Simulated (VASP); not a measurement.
A run of VASP 6.6.1:

The input POSCAR:

```
CuAu3
1.0
    4.2516260965      0.0000000000      0.0000000000
    0.0000000000      4.2516260965      0.0000000000
    0.0000000000      0.0000000000      4.2516260965
Cu Au
1 3
Direct
    0.0000000000      0.0000000000      0.0000000000
    0.0000000000      0.5000000000      0.5000000000
    0.5000000000      0.0000000000      0.5000000000
    0.5000000000      0.5000000000      0.0000000000
```

File INCAR.step1:

```
  ALGO = Normal
  EDIFF = 1E-4
  ENCUT = 520
  GGA = PE
  ISMEAR = 0
  LASPH = True
  LCHARG = False
  LREAL = False
  LWAVE = True
  NBANDS = 30
  NELM = 60
  PREC = Accurate
  SIGMA = 0.1
```

File INCAR.step2:

```
  ALGO = Normal
  EDIFF = 1E-6
  ENCUT = 520
  ISIF = 2
  ISMEAR = 0
  ISTART = 1
  LASPH = True
  LCHARG = False
  LMIXTAU = True
  LREAL = False
  LWAVE = False
  METAGGA = R2SCAN
  NBANDS = 30
  NELM = 60
  PREC = Accurate
  SIGMA = 0.1
```

KPOINTS

```
k-points
0
Gamma
  14 14 14
```

Potentials or basis: VASP PAW PBE potentials, release 64 (Cu, Au).

The run is started by

```console
$ cat potpaw_PBE.64/Cu/POTCAR potpaw_PBE.64/Au/POTCAR > POTCAR
$ cp INCAR.step1 INCAR
$ mpirun -np 1 vasp_std > vasp.out
$ cp INCAR.step2 INCAR
$ mpirun -np 1 vasp_std > vasp.out
```

Hardware: 1 thread of AMD EPYC 9755 128-Core Processor, on a shared host.

Problem. Estimate the wall time of this run.

Solution. It took 14 min on 1 thread of AMD EPYC 9755 128-Core Processor (shared host), peak memory 0.33 GiB. Counts: k points 120.
